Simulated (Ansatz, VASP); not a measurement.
**HgS in VASP and in Ansatz**

```xyz
2
Lattice="0.0000 2.9548 2.9548 2.9548 0.0000 2.9548 2.9548 2.9548 0.0000" Properties=species:S:1:pos:R:3 pbc="T T T"
Hg    0.0000    0.0000    0.0000
S     4.4322    4.4322    4.4322
```

Alike in both runs: task single point; functional revPBE; dispersion D4; k mesh 8 × 8 × 8; occupations gaussian, width 0.05 eV; no spin polarisation.

|  | VASP | Ansatz |
| --- | --- | --- |
| version | VASP 6.6.1 | Ansatz 0.2.0 |
| potentials or method | VASP PAW PBE potentials, release 64 (Hg, S), cutoff 500 eV | scalar-relativistic, plane waves, PAW |
| valence electrons in the cell | 18 | 26 |

|  | VASP | Ansatz | Ansatz less VASP |
| --- | --- | --- | --- |
| gap on the k mesh at the Fermi level (eV) | none | none | - |
| pressure (GPa) | 0.3 | 0.0 | -0.26 |

VASP's potentials were made for PBE, not for revPBE. A gap of «none» marks a metal or a gap that the smearing closes. VASP's potentials hold 18 valence electrons a cell and Ansatz's 26, so a difference there can come from the potentials and not from the codes.

Spin-orbit coupling is off throughout.
